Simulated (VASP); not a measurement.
**CuI (Marshite): single point with LDA**

The system is CuI (Marshite).

```
Cu I
1.0
     0.00000    3.03150    3.03150
     3.03150    0.00000    3.03150
     3.03150    3.03150    0.00000
Cu I
1 1
Direct
  0.25000 0.25000 0.25000
  0.00000 0.00000 0.00000
```

```json
{
  "Program": "VASP 6.6.1",
  "Task": "single point",
  "Functional": "LDA",
  "Potentials or basis": "VASP PAW LDA potentials, release 64 (Cu, I)",
  "Cutoff": "520 eV",
  "k mesh": "3 × 3 × 3",
  "Occupations": "gaussian, width 0.01 eV",
  "Spin": "no spin polarisation"
}
```

```json
{
 "Pressure": "-3.3 GPa",
 "Band gap on the k mesh": "0.98 eV, direct"
}
```

Levels at points of the mesh, in eV from the valence-band top:
| k point | band 6 | band 7 | band 8 | band 9 | band 10 | band 11 | band 12 | band 13 |
| --- | --- | --- | --- | --- | --- | --- | --- | --- |
| (0.00, 0.00, 0.00) | -1.95 | 0.00 | 0.00 | 0.00 | 0.98 | 4.85 | 4.85 | 4.85 |

Wall time 7 s on 1 thread of Intel Xeon 8259CL, with other jobs on the host, peak memory 0.15 GiB.

Caveat: the k points lie up to 0.60 Å⁻¹ apart; spin-orbit coupling is left out, which moves the levels of the heavy elements.
